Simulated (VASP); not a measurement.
# TbBeC (P4/mmm) in VASP: further runs, part 2 of 2

VASP 6.6.1. Earlier steps stand in the parts before.

## Step 5: Single point, PBE

File INCAR:

```
SYSTEM = TbBeC
ALGO = Normal
EDIFF = 1E-6
ENCUT = 600
GGA = PE
GGA_COMPAT = .False.
ISIF = 2
ISMEAR = -1
LASPH = .True.
LCHARG = .False.
LMAXMIX = 6
LREAL = .False.
LWAVE = .False.
NBANDS = 14
NELM = 200
PREC = Accurate
SIGMA = 0.15
```

File KPOINTS:

```
k-points
0
Gamma
  14 14 14
  0 0 0
```

File POSCAR:

```
TbBeC
1.0
    3.6063746402      0.0000000000      0.0000000000
    0.0000000000      3.6063746402      0.0000000000
    0.0000000000      0.0000000000      3.3793466210
Tb Be C
1 1 1
Direct
    0.5000000000      0.5000000000      0.0000000000
    0.0000000000      0.0000000000      0.5000000000
    0.0000000000      0.0000000000      0.0000000000
```

Potentials or basis: VASP PAW PBE potentials, release 64 (Tb_3, Be, C), 4f in core.

On the command line:

```bash
$ cat potpaw_PBE.64/Tb_3/POTCAR potpaw_PBE.64/Be/POTCAR potpaw_PBE.64/C/POTCAR > POTCAR
$ mpirun -np 1 vasp_std > vasp.out
```

OUTCAR:

```text
SYSTEM = TbBeC
   EDIFF = 1E-6
   ENCUT = 600
   GGA = PE
   ISIF = 2
   ISMEAR = -1
   LASPH = .True.
   LREAL = .False.
   NELM = 200
   PREC = Accurate

 ion  position               nearest neighbor table
   1  0.500  0.500  0.000-   3 2.55   3 2.55   3 2.55   3 2.55   2 3.06   2 3.06   2 3.06   2 3.06
                             2 3.06   2 3.06   2 3.06   2 3.06
   2  0.000  0.000  0.500-   3 1.69   3 1.69   1 3.06   1 3.06   1 3.06   1 3.06   1 3.06   1 3.06
                             1 3.06   1 3.06
   3  0.000  0.000  0.000-   2 1.69   2 1.69   1 2.55   1 2.55   1 2.55   1 2.55

  LATTYP: Found a simple tetragonal cell.
 ALAT       =     3.6063746402
 C/A-ratio  =     0.9370481323

  Lattice vectors:

 A1 = (   3.6063746402,   0.0000000000,   0.0000000000)
 A2 = (   0.0000000000,   3.6063746402,   0.0000000000)
 A3 = (   0.0000000000,   0.0000000000,   3.3793466210)

Analysis of symmetry for initial positions (statically):
=====================================================================
 Subroutine PRICEL returns:
 Original cell was already a primitive cell.

 Routine SETGRP: Setting up the symmetry group for a
 simple tetragonal supercell.

 Subroutine GETGRP returns: Found 16 space group operations
[... 177 lines left out ...]
      2     -17.3700      2.00000
      3     -17.3700      2.00000
      4      -6.8065      2.00000
      5       1.2523      2.00000
      6       2.3299      2.00000
      7       3.3563      1.99627
      8       3.3563      1.99627
      9       4.1919      1.34215
     10       8.7483      0.00000
     11       9.3726      0.00000
     12       9.6695      0.00000
     13       9.6695      0.00000
     14      12.2632      0.00000
[... 377 lines left out ...]
      1     -17.7244      2.00000
      2     -17.4919      2.00000
      3     -17.4025      2.00000
      4      -5.7325      2.00000
      5       0.1826      2.00000
      6       1.1595      2.00000
      7       1.7734      2.00000
      8       3.7636      1.94513
      9       8.2694      0.00000
     10       8.7083      0.00000
     11       9.1902      0.00000
     12       9.5210      0.00000
     13      10.8531      0.00000
     14      11.3778      0.00000

 [... further k-points ...]
[... 5 lines left out ...]
  --------------------------------------------------------------------------------------
  -------------------------------------------------------------------------------------
  Total        0.1049453      0.1049453      0.0380447      0.0000000     -0.0000000      0.0000000
  in kB        3.8255958      3.8255958      1.3868542      0.0000000     -0.0000000      0.0000000
  external PRESSURE =       3.0126819 kB  Pullay stress =       0.0000000 kB

 VOLUME and BASIS-vectors are now :
 -----------------------------------------------------------------------------
  energy-cutoff  :      600.00
  volume of cell :       43.95
      direct lattice vectors                 reciprocal lattice vectors
     3.606374640  0.000000000  0.000000000     0.277286777  0.000000000  0.000000000
     0.000000000  3.606374640  0.000000000     0.000000000  0.277286777  0.000000000
     0.000000000  0.000000000  3.379346621     0.000000000  0.000000000  0.295915191

 POSITION                                       TOTAL-FORCE (eV/Angst)
 -----------------------------------------------------------------------------------
      1.80319      1.80319      0.00000         0.000000      0.000000      0.000000
      0.00000      0.00000      1.68967         0.000000      0.000000      0.000000
      0.00000      0.00000      0.00000         0.000000      0.000000      0.000000
 -----------------------------------------------------------------------------------
    total drift:                                0.000000      0.000000      0.000000

  FREE ENERGIE OF THE ION-ELECTRON SYSTEM (eV)
  ---------------------------------------------------
  free  energy   TOTEN  =       -18.2044909265 eV

  energy  without entropy=      -18.1105514112  energy(sigma->0) =      -18.15752117
```

stdout:

```text
POSCAR found type information on POSCAR TbBeC
 POSCAR found :  3 types and       3 ions
 scaLAPACK will be used
 LDA part: xc-table for (Slater+PW92), standard interpolation
 POSCAR, INCAR and KPOINTS ok, starting setup
 FFT: planning ... GRIDC
 FFT: planning ... GRID_SOFT
 FFT: planning ... GRID
 WAVECAR not read
 entering main loop
```

It took 1.7 min on 1 thread of AMD EPYC 9R45 (Zen 5), shared host; peak memory 0.35 GiB.

What came out:

- Free energy: -18.2045 eV
- Pressure: 0.3 GPa
- Band gap on the k mesh: zero (an odd number of electrons rules out a gap without spin polarisation)

Stress tensor (GPa, compression positive):
```
0.38 0.00 0.00
0.00 0.38 0.00
0.00 0.00 0.14
```

Caveat: spin-orbit coupling is left out, which moves the levels of the heavy elements; the 4f electrons are frozen in the core, so they carry no moment and show no levels. Spin polarisation is off, so any magnetic state and its effect on volume and gap are missing.

## Step 6: The runs side by side

| task | cell | k mesh | smearing | gap on the mesh (eV) | pressure (GPa) |
| --- | --- | --- | --- | --- | --- |
| relaxation of cell and atoms | relaxed from a = 3.607, b = 3.607, c = 3.378 Å, 3 atoms | 14 × 14 × 14 | gaussian 0.1 eV | none | 0.0 |
| single point | a = 3.607, b = 3.607, c = 3.378 Å, 3 atoms | 6 × 6 × 6 | gaussian 0.1 eV | none | 0.3 |
| single point | a = 3.609, b = 3.609, c = 3.371 Å, 3 atoms | 14 × 14 × 14 | gaussian 0.1 eV | none | 0.3 |
| single point | a = 3.606, b = 3.606, c = 3.379 Å, 3 atoms | 14 × 14 × 14 | fermi-dirac 0.15 eV | none | 0.3 |

Alike in all rows: level PBE; potentials or basis VASP PAW PBE potentials, release 64 (Tb_3, Be, C), 4f in core; no spin polarisation; cutoff (eV) 600.

Caveats: spin-orbit coupling is left out, which moves the levels of the heavy elements; the 4f electrons are frozen in the core, so they carry no moment and show no levels.

Total energies depend on the potentials used, so only differences within one code and one set of settings carry meaning.
